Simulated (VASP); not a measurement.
## BaTiO3: single point with PBEsol

Crystal: BaTiO3.

```
Ba Ti O
1.0
     2.82737    1.63238    2.31839
    -2.82737    1.63238    2.31839
     0.00000   -3.26476    2.31839
Ba Ti O
1 1 3
Direct
  0.00000 0.00000 0.00000
  0.48450 0.48450 0.48450
  0.50860 0.50860 0.01750
  0.01750 0.50860 0.50860
  0.50860 0.01750 0.50860
```

```
Program             : VASP 6.6.1
Task                : single point
Functional          : PBEsol
Potentials or basis : VASP PAW PBE potentials, release 64 (Ba_sv, Ti_sv, O_h)
Cutoff              : 910 eV
k mesh              : 6 × 6 × 6
Occupations         : methfessel-paxton, width 0.05 eV
Spin                : no spin polarisation
```

* Pressure: 0.2 GPa
* Largest force: 0.123 eV/Å
* Band gap on the k mesh: 2.34 eV, indirect (least direct gap 2.74 eV)

Forces on the atoms (eV/Å):
```
Ba   0.000  0.000 -0.123
Ti   0.000  0.000  0.105
O    0.000  0.081  0.006
O   -0.070 -0.040  0.006
O    0.070 -0.040  0.006
```

Stress tensor (GPa, compression positive):
```
0.24 0.00 0.00
0.00 0.24 0.00
0.00 0.00 0.11
```

Levels at points of the mesh, in eV from the valence-band top:
```
           k point  band 18  band 19  band 20  band 21  band 22  band 23
(0.00, 0.00, 0.00)    -0.54    -0.40    -0.40     2.34     2.34     2.49
(0.50, 0.00, 0.00)    -1.66    -0.97    -0.84     2.52     3.79     3.89
(0.50, 0.50, 0.00)    -0.90    -0.85    -0.09     3.86     3.87     4.20
(0.50, 0.50, 0.50)    -0.02    -0.02     0.00     4.34     4.49     4.49
```

It took 57 s on 1 thread of Intel(R) Xeon(R) 6975P-C (Granite Rapids), on a shared host, peak memory 0.33 GiB.

Caveat: the cutoff is under 1.25 times the usual one of these potentials, so pressure, stress and relaxed cells hold a basis-set (Pulay) error; the PAW data sets were made with another functional, which shifts forces and pressure a little; spin-orbit coupling is left out, which moves the levels of the heavy elements. A k mesh can miss the band edges.
